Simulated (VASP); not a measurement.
# Sr2MgAl3 (P6_3/mmc) in VASP: notebook

The runs below take Sr2MgAl3 through relaxation of cell and atoms, single point, with PBE.

All numbers are computed with VASP 6.6.1; they aren't measurements. Logs are shortened: lines on timing, memory, paths and dates and some standing lists are left out, and cuts for length are marked.

## Step 1: The cell of the first run

Symmetry: P6_3/mmc, No. 194, hexagonal system. Conventional cell: a = 6.370 Å, b = 6.370 Å, c = 10.140 Å, α = 90.00°, β = 90.00°, γ = 120.00°. Within 4.8 Å of Sr (site symmetry 3m) lie 9 Al at 3.64 to 3.72 Å and 3 Mg at 3.73 Å and 4 Sr at 3.86 to 3.87 Å. Mg (site symmetry -3m) has 6 Al at 3.13 Å and 6 Sr at 3.73 Å within 4.1 Å. Within 4.1 Å of Al (site symmetry mm2) lie 2 Mg at 3.13 Å and 4 Al at 3.18 to 3.19 Å and 6 Sr at 3.64 to 3.72 Å.

## Step 2: Relaxation of cell and atoms, PBE

Input file INCAR:

```
SYSTEM = Sr2MgAl3
PREC = Accurate ; ENCUT = 600
EDIFF = 1E-7 ; ISMEAR = 0
SIGMA = 0.1 ; LREAL = .False.
LASPH = .True. ; NELM = 60
ALGO = Fast ; ISIF = 3
LWAVE = .False. ; LCHARG = .False.
GGA = PE ; IBRION = 2
NSW = 90 ; EDIFFG = -0.04
```

Input file KPOINTS:

```
regular mesh
0
Gamma
  3 3 2
  0 0 0
```

Input file POSCAR:

```
Sr2MgAl3
1.0
    6.3699020700      0.0000000000      0.0000000000
   -3.1849510350      5.5164970122      0.0000000000
    0.0000000000      0.0000000000     10.1400000000
Sr Mg Al
4 2 6
Direct
    0.3333333333      0.6666666667      0.0596200000
    0.6666666667      0.3333333333      0.5596200000
    0.3333333333      0.6666666667      0.4403800000
    0.6666666667      0.3333333333      0.9403800000
    0.0000000000      0.0000000000      0.0000000000
    0.0000000000      0.0000000000      0.5000000000
    0.8336000000      0.6672000000      0.2500000000
    0.1664000000      0.8336000000      0.7500000000
    0.3328000000      0.1664000000      0.2500000000
    0.1664000000      0.3328000000      0.7500000000
    0.8336000000      0.1664000000      0.2500000000
    0.6672000000      0.8336000000      0.7500000000
```

Potentials or basis: VASP PAW PBE potentials, release 64 (Sr_sv, Mg, Al).

The run is started by

```bash
cat potpaw_PBE.64/Sr_sv/POTCAR potpaw_PBE.64/Mg/POTCAR potpaw_PBE.64/Al/POTCAR > POTCAR
mpirun -np 1 vasp_std > vasp.out
```

OUTCAR:

```text
SYSTEM = Sr2MgAl3
   PREC = Accurate
   ENCUT = 600
   EDIFF = 1E-7
   ISMEAR = 0
   LREAL = .False.
   LASPH = .True.
   NELM = 60
   ISIF = 3
   GGA = PE
   IBRION = 2
   NSW = 90
   EDIFFG = -0.04

 ion  position               nearest neighbor table
   1  0.333  0.667  0.060-   8 3.64  10 3.64  12 3.64   9 3.72   7 3.72  11 3.72  11 3.72   9 3.72
                             7 3.72   5 3.73   5 3.73   5 3.73   3 3.86   4 3.87   4 3.87   4 3.87
   2  0.667  0.333  0.560-  11 3.64   7 3.64   9 3.64  12 3.72  10 3.72   8 3.72   8 3.72  12 3.72
                            10 3.72   6 3.73   6 3.73   6 3.73   4 3.86   3 3.87   3 3.87   3 3.87
   3  0.333  0.667  0.440-   8 3.64  10 3.64  12 3.64   9 3.72   7 3.72  11 3.72  11 3.72   9 3.72
                             7 3.72   6 3.73   6 3.73   6 3.73   1 3.86   2 3.87   2 3.87   2 3.87
   4  0.667  0.333  0.940-  11 3.64   7 3.64   9 3.64  12 3.72  10 3.72   8 3.72   8 3.72  12 3.72
                            10 3.72   5 3.73   5 3.73   5 3.73   2 3.86   1 3.87   1 3.87   1 3.87
   5  0.000  0.000  0.000-   7 3.13  10 3.13   9 3.13  12 3.13  11 3.13   8 3.13   1 3.73   4 3.73
                             1 3.73   4 3.73   4 3.73   1 3.73
   6  0.000  0.000  0.500-   7 3.13  10 3.13   9 3.13  12 3.13  11 3.13   8 3.13   2 3.73   3 3.73
                             3 3.73   2 3.73   2 3.73   3 3.73
   7  0.834  0.667  0.250-   5 3.13   6 3.13   9 3.18  11 3.18  11 3.19   9 3.19   2 3.64   4 3.64
                             3 3.72   1 3.72   3 3.72   1 3.72
   8  0.166  0.834  0.750-   5 3.13   6 3.13  10 3.18  12 3.18  10 3.19  12 3.19   3 3.64   1 3.64
                             4 3.72   2 3.72   2 3.72   4 3.72
   9  0.333  0.166  0.250-   5 3.13   6 3.13   7 3.18  11 3.18   7 3.19  11 3.19   2 3.64   4 3.64
                             3 3.72   1 3.72   1 3.72   3 3.72
  10  0.166  0.333  0.750-   5 3.13   6 3.13   8 3.18  12 3.18  12 3.19   8 3.19   1 3.64   3 3.64
                             2 3.72   4 3.72   4 3.72   2 3.72
  11  0.834  0.166  0.250-   5 3.13   6 3.13   7 3.18   9 3.18   7 3.19   9 3.19   4 3.64   2 3.64
                             1 3.72   3 3.72   3 3.72   1 3.72
  12  0.667  0.834  0.750-   5 3.13   6 3.13  10 3.18   8 3.18  10 3.19   8 3.19   1 3.64   3 3.64
                             2 3.72   4 3.72   2 3.72   4 3.72

  LATTYP: Found a hexagonal cell.
 ALAT       =     6.3699020700
 C/A-ratio  =     1.5918612074

  Lattice vectors:

 A1 = (   6.3699020700,   0.0000000000,   0.0000000000)
 A2 = (  -3.1849510350,   5.5164970122,   0.0000000000)
 A3 = (   0.0000000000,   0.0000000000,  10.1400000000)

Analysis of symmetry for initial positions (statically):
=====================================================================
 Subroutine PRICEL returns:
 Original cell was already a primitive cell.

 Routine SETGRP: Setting up the symmetry group for a
 hexagonal supercell.

 Subroutine GETGRP returns: Found 24 space group operations
 (whereof 12 operations were pure point group operations)
 out of a pool of 24 trial point group operations.

The static configuration has the point symmetry D_3d.
 The point group associated with its full space group is D_6h.

Analysis of symmetry for dynamics (positions and initial velocities):
=====================================================================
 Subroutine PRICEL returns:
 Original cell was already a primitive cell.

 Routine SETGRP: Setting up the symmetry group for a
[... 108 lines left out ...]
   EDIFF  = 0.1E-06   stopping-criterion for ELM
   LREAL  =      F    real-space projection
   EDIFFG = -.4E-01   stopping-criterion for IOM
   NSW    =     90    number of steps for IOM
   IBRION =      2    ionic relax: 0-MD 1-quasi-New 2-CG
   NFREE  =      1    steps in history (QN), initial steepest desc. (CG)
   ISIF   =      3    stress and relaxation
   ISYM   =      2    0-nonsym 1-usesym 2-fastsym
   POTIM  = 0.5000    time-step for ionic-motion
   TEBEG  =    0.0;   TEEND  =   0.0 temperature during run
   PSTRESS=    0.0 pullay stress
   NELECT =      62.0000    total number of electrons
   NUPDOWN=      -1.0000    fix difference up-down
   EMIN   =  10.00;   EMAX   =-10.00  energy-range for DOS
   EFERMI =   0.00;   METHOD = LEGACY
   ISMEAR =     0;   SIGMA  =   0.10  broadening in eV -4-tet -1-fermi 0-gaus
   EFERMI_NEDOS =   21; number of points for ismear=-14 and -15
   IALGO  =     68    algorithm
   IMIX   =      4    mixing-type and parameters
     AMIX     =   0.40;   BMIX     =  1.00
     AMIX_MAG =   1.60;   BMIX_MAG =  1.00
  volume/ion in A,a.u.               =      29.69       200.38
  Fermi-wavevector in a.u.,A,eV,Ry     =   0.913960  1.727135 11.365267  0.835324
  Thomas-Fermi vector in A             =   2.038532
   LORBIT       =      0    0 simple, 1 ext, 2 COOP (PROOUT), +10 PAW based schemes
   GGA     = PE    functional components
   LHFCALC =     F    Hartree Fock is set to
   AEXX    =    0.0000 exact exchange contribution
   IVDW    =     0    specifies the selected vdW correction
   LEPSILON=     F    determine dielectric tensor
   LRPA    =     F    only Hartree local field effects (RPA)
 conjugate gradient relaxation of ions
 non-spin polarized calculation
 RMM-DIIS sequential band-by-band and
 Gauss-broadening in eV      SIGMA  =   0.10
  energy-cutoff  :      600.00
  volume of cell :      356.31
 maximum number of plane-waves:     11924
 NGX is ok and might be reduce to    54
   NGX = 25   NGY = 25   NGZ = 41

--------------------------------------- Ionic step        1  -------------------------------------------

 number of electron      62.0000000 magnetization

 Free energy of the ion-electron system (eV)
  ---------------------------------------------------
  ext. energy  EPLUGINS =         0.00000000
  ---------------------------------------------------
  free energy    TOTEN  =       -32.70857423 eV

  energy without entropy =      -32.66604227  energy(sigma->0) =      -32.68730825

 E-fermi :   3.1591     XC(G=0):  -8.5266

 val. band max:        3.1161163467   @ k =   0.0000   0.0000   0.5000
 cond. band min:       3.2207241759   @ k =   0.3333   0.0000   0.0000
 fundamental gap:      0.1046078292
 Fermi energy:         3.1590547440

 k-point     1 :       0.0000    0.0000    0.0000
  band No.  band energies     occupation
      1     -32.6673      2.00000
      2     -32.6583      2.00000
      3     -32.6416      2.00000
      4     -32.6326      2.00000
      5     -14.7723      2.00000
      6     -14.7613      2.00000
[... 602 lines left out ...]
--------------------------------------- Ionic step        9  -------------------------------------------

 number of electron      62.0000000 magnetization

 Free energy of the ion-electron system (eV)
  ---------------------------------------------------
  ext. energy  EPLUGINS =         0.00000000
  ---------------------------------------------------
  free energy    TOTEN  =       -33.78876564 eV

  energy without entropy =      -33.74226022  energy(sigma->0) =      -33.76551293

 E-fermi :   4.0589     XC(G=0):  -9.1037

 val. band max:        4.0138270521   @ k =   0.0000   0.0000   0.5000
 cond. band min:       4.0736651903   @ k =   0.3333   0.0000   0.0000
 fundamental gap:      0.0598381381
 Fermi energy:         4.0588812866

 k-point     1 :       0.0000    0.0000    0.0000
  band No.  band energies     occupation
      1     -31.3052      2.00000
      2     -31.2747      2.00000
      3     -31.2611      2.00000
      4     -31.2306      2.00000
      5     -13.5902      2.00000
      6     -13.5780      2.00000
[... 274 lines left out ...]
  FREE ENERGIE OF THE ION-ELECTRON SYSTEM (eV)
  ---------------------------------------------------
  free  energy   TOTEN  =       -33.7887656402 eV

  energy  without entropy=      -33.7422602157  energy(sigma->0) =      -33.76551293

 reached required accuracy - stopping structural energy minimisation
```

OSZICAR:

```text
N       E                     dE             d eps       ncg     rms          rms(c)
DAV:   1     0.366559371446E+03    0.36656E+03   -0.28035E+04   456   0.151E+03
DAV:   2     0.582012435569E+01   -0.36074E+03   -0.35330E+03   548   0.294E+02
DAV:   3    -0.308965304210E+02   -0.36717E+02   -0.35916E+02   672   0.725E+01
[... 157 lines left out ...]
RMM:  12    -0.337887657764E+02   -0.52328E-06   -0.52558E-06   505   0.598E-03    0.946E-03
RMM:  13    -0.337887660748E+02   -0.29844E-06   -0.26227E-06   441   0.433E-03    0.965E-03
RMM:  14    -0.337887654999E+02    0.57495E-06   -0.13716E-06   448   0.369E-03    0.521E-03
RMM:  15    -0.337887656701E+02   -0.17021E-06   -0.88826E-07   450   0.276E-03    0.328E-03
RMM:  16    -0.337887656402E+02    0.29882E-07   -0.39553E-07   368   0.212E-03
   9 F= -.33788766E+02 E0= -.33765513E+02  d E =-.376107E-02
```

CONTCAR:

```text
Sr2MgAl3
   1.00000000000000
     6.0310975472736965    0.0000000000000000   -0.0000000000000000
    -3.0155487736368483    5.2230836886082308    0.0000000000000000
    -0.0000000000000000   -0.0000000000000000    9.5807560978355202
  Sr              Mg              Al
     4     2     6
Direct
     0.3333333332999970    0.6666666667000030    0.0677779958000396
     0.6666666667000030    0.3333333332999970    0.5677779958000396
     0.3333333332999970    0.6666666667000030    0.4322220041999604
     0.6666666667000030    0.3333333332999970    0.9322220041999604
     1.0000000000000000    1.0000000000000000    1.0000000000000000
     1.0000000000000000    1.0000000000000000    0.5000000000000000
     0.8262309781681678    0.6524619563363427    0.2500000000000000
     0.1737690218318328    0.8262309781681678    0.7500000000000000
     0.3475380436636578    0.1737690218318322    0.2500000000000000
     0.1737690218318322    0.3475380436636573    0.7500000000000000
     0.8262309781681673    0.1737690218318322    0.2500000000000000
     0.6524619563363422    0.8262309781681678    0.7500000000000000

  0.00000000E+00  0.00000000E+00  0.00000000E+00
  0.00000000E+00  0.00000000E+00  0.00000000E+00
  0.00000000E+00  0.00000000E+00  0.00000000E+00
  0.00000000E+00  0.00000000E+00  0.00000000E+00
  0.00000000E+00  0.00000000E+00  0.00000000E+00
  0.00000000E+00  0.00000000E+00  0.00000000E+00
  0.00000000E+00  0.00000000E+00  0.00000000E+00
  0.00000000E+00  0.00000000E+00  0.00000000E+00
  0.00000000E+00  0.00000000E+00  0.00000000E+00
  0.00000000E+00  0.00000000E+00  0.00000000E+00
  0.00000000E+00  0.00000000E+00  0.00000000E+00
  0.00000000E+00  0.00000000E+00  0.00000000E+00
```

Wall time 20 min (1 thread of Intel Xeon 6975P-C (Granite Rapids), shared host); peak memory 0.65 GiB.

Results:

| Item | Value |
| --- | --- |
| Free energy | -33.7888 eV |
| Relaxed volume | 25.15 Å³/atom |
| Relaxed cell | a = 6.031 Å, b = 6.031 Å, c = 9.581 Å, α = 90.00°, β = 90.00°, γ = 120.00° |
| Space group after relaxing (to 0.1 Å) | P6_3/mmc (No. 194) |
| Energy gained by relaxing | 90.0 meV/atom |
| Ionic steps | 9 |
| Pressure after relaxing | -0.1 GPa |
| Largest force after relaxing | 0.015 eV/Å |
| Band gap on the k mesh | zero (bands 31 and 32 overlap by 0.94 eV) |

Forces on the atoms (eV/Å):
```
Sr   0.000  0.000  0.015
Sr   0.000  0.000  0.015
Sr   0.000  0.000 -0.015
Sr   0.000  0.000 -0.015
Mg   0.000  0.000  0.000
Mg   0.000  0.000  0.000
Al   0.000  0.008  0.000
Al  -0.007  0.004  0.000
Al  -0.007 -0.004  0.000
Al   0.000 -0.008  0.000
Al   0.007 -0.004  0.000
Al   0.007  0.004  0.000
```

Step by step:
| step | energy change (eV) | largest force (eV/Å) | pressure (GPa) | volume (Å³) |
| --- | --- | --- | --- | --- |
| 1 | 0.0000 | 0.2189 | -4.84 | 356.31 |
| 2 | -0.9420 | 0.2438 | -1.30 | 312.01 |
| 3 | -0.9890 | 0.2539 | -0.06 | 302.25 |
| 4 | -0.9894 | 0.2582 | 0.09 | 301.20 |
| 5 | -1.0205 | 0.2207 | 0.08 | 300.84 |
| 6 | -1.0736 | 0.0929 | 0.15 | 299.75 |
| 7 | -1.0763 | 0.0464 | 0.20 | 299.40 |
| 8 | -1.0764 | 0.0522 | 0.19 | 299.45 |
| 9 | -1.0802 | 0.0150 | -0.14 | 301.80 |

Final structure:
```cif
data_structure
_symmetry_space_group_name_H-M 'P 1'
_symmetry_Int_Tables_number 1
_cell_length_a 6.0311
_cell_length_b 6.0311
_cell_length_c 9.5808
_cell_angle_alpha 90.000
_cell_angle_beta 90.000
_cell_angle_gamma 120.000
_cell_volume 301.80
loop_
_atom_site_label
_atom_site_type_symbol
_atom_site_fract_x
_atom_site_fract_y
_atom_site_fract_z
_atom_site_occupancy
Sr1 Sr 0.33333 0.66667 0.06778 1
Sr2 Sr 0.66667 0.33333 0.56778 1
Sr3 Sr 0.33333 0.66667 0.43222 1
Sr4 Sr 0.66667 0.33333 0.93222 1
Mg1 Mg 0.00000 0.00000 0.00000 1
Mg2 Mg 0.00000 0.00000 0.50000 1
Al1 Al 0.82623 0.65246 0.25000 1
Al2 Al 0.17377 0.82623 0.75000 1
Al3 Al 0.34754 0.17377 0.25000 1
Al4 Al 0.17377 0.34754 0.75000 1
Al5 Al 0.82623 0.17377 0.25000 1
Al6 Al 0.65246 0.82623 0.75000 1
```

Levels at points of the mesh, in eV from the Fermi level:
```
           k point  band 27  band 28  band 29  band 30  band 31  band 32  band 33  band 34  band 35  band 36
(0.00, 0.00, 0.00)    -1.51    -1.45    -1.14    -1.14    -0.76    -0.76     0.13     0.74     0.74     1.07
(0.00, 0.00, 0.50)    -1.34    -1.34    -1.34    -1.34    -0.05    -0.05    -0.05    -0.05     0.56     0.56
```

Caveat: the k points lie up to 0.40 Å⁻¹ apart in the final cell, too coarse for converged energies and pressures of a metal; the volume moved by over 15 % at a fixed basis, so the end points are rough.

## Step 3: Single point, PBE

This run uses another cell than the first one, of 25.30 Å³/atom.

Input file INCAR:

```
SYSTEM = Sr2MgAl3
ALGO = Fast ; EDIFF = 1E-7
ENCUT = 520 ; GGA = PE
ISIF = 2 ; ISMEAR = 0
LASPH = .True. ; LCHARG = .False.
LREAL = .False. ; LWAVE = .False.
NBANDS = 43 ; NELM = 100
PREC = Accurate ; SIGMA = 0.1
```

Input file KPOINTS:

```
k-points
0
Gamma
  6 6 4
  0 0 0
```

Input file POSCAR:

```
Sr2MgAl3
1.0
    6.0372714912      0.0000000000      0.0000000000
   -3.0186357456      5.2284304809      0.0000000000
    0.0000000000      0.0000000000      9.6183244926
Sr Mg Al
4 2 6
Direct
    0.3333333333      0.6666666667      0.0686370937
    0.6666666667      0.3333333333      0.5686370937
    0.3333333333      0.6666666667      0.4313629063
    0.6666666667      0.3333333333      0.9313629063
    0.0000000000      0.0000000000      0.0000000000
    0.0000000000      0.0000000000      0.5000000000
    0.8270629005      0.6541258010      0.2500000000
    0.1729370995      0.8270629005      0.7500000000
    0.3458741990      0.1729370995      0.2500000000
    0.1729370995      0.3458741990      0.7500000000
    0.8270629005      0.1729370995      0.2500000000
    0.6541258010      0.8270629005      0.7500000000
```

Potentials or basis: VASP PAW PBE potentials, release 64 (Sr_sv, Mg, Al).

The run is started by

```bash
cat potpaw_PBE.64/Sr_sv/POTCAR potpaw_PBE.64/Mg/POTCAR potpaw_PBE.64/Al/POTCAR > POTCAR
mpirun -np 1 vasp_std > vasp.out
```

It took 6.2 min on 1 thread of Intel Xeon 6975P-C (Granite Rapids), shared host; peak memory 0.55 GiB.

The run converged. Its results:

| Quantity | Value |
| --- | --- |
| Free energy | -34.3449 eV |
| Pressure | 0.0 GPa |
| Largest force | 0.007 eV/Å |
| Band gap on the k mesh | zero (bands 31 and 32 overlap by 1.38 eV) |

Forces on the atoms (eV/Å):
```
Sr   0.000  0.000 -0.007
Sr   0.000  0.000 -0.007
Sr   0.000  0.000  0.007
Sr   0.000  0.000  0.007
Mg   0.000  0.000  0.000
Mg   0.000  0.000  0.000
Al   0.000  0.005  0.000
Al  -0.004  0.002  0.000
Al  -0.004 -0.002  0.000
Al   0.000 -0.005  0.000
Al   0.004 -0.002  0.000
Al   0.004  0.002  0.000
```

Levels at points of the mesh, in eV from the Fermi level:
```
           k point  band 30  band 31  band 32  band 33  band 34  band 35
(0.00, 0.00, 0.00)    -1.15    -0.76    -0.76     0.08     0.72     0.72
(0.50, 0.00, 0.00)     0.26     0.43     0.95     1.03     1.06     1.11
(0.00, 0.00, 0.50)    -1.34    -0.06    -0.06    -0.06    -0.06     0.55
(0.50, 0.00, 0.50)    -0.12     0.61     0.61     0.78     0.78     1.76
```

The gap in the log of VASP goes by the Fermi energy; the results here count the filled bands.